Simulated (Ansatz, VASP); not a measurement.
# MoS: VASP beside Ansatz

```
CELL_PARAMETERS angstrom
3.11412 0.00000 0.00000
0.00000 3.11412 0.00000
0.00000 0.00000 3.11412
ATOMIC_POSITIONS crystal
Mo 0.00000 0.00000 0.00000
S 0.50000 0.50000 0.50000
```

Alike in both runs: task single point; functional PBE; k mesh 14 × 14 × 14; occupations gaussian, width 0.1 eV; collinear spin; Hubbard terms Mo d U = 4.38 eV.

|  | VASP | Ansatz |
| --- | --- | --- |
| version | VASP 6.6.1 | Ansatz 0.2.0 |
| potentials or method | VASP PAW PBE potentials, release 64 (Mo_sv, S), cutoff 520 eV | scalar-relativistic, plane waves, PAW |
| valence electrons in the cell | 20 | 20 |

VASP gave:

* gap on the k mesh at the Fermi level (eV): none
* pressure (GPa): 0.5
* net moment per atom (μB): 0.92
* size of the moment on the site where the two differ most (μB): 1.83

Question: Estimate Ansatz's values.

Answer: gap on the k mesh at the Fermi level (eV): none; pressure (GPa): 0.0; net moment per atom (μB): 0.93; size of the moment on the site where the two differ most (μB): 1.69.

Site moments also hang on the region over which each program counts them. The programs project onto different local orbitals, so the same U acts differently, and such runs can settle in different states. A gap of «none» marks a metal or a gap that the smearing closes. Ansatz's warnings: filled band counts differ across k points.
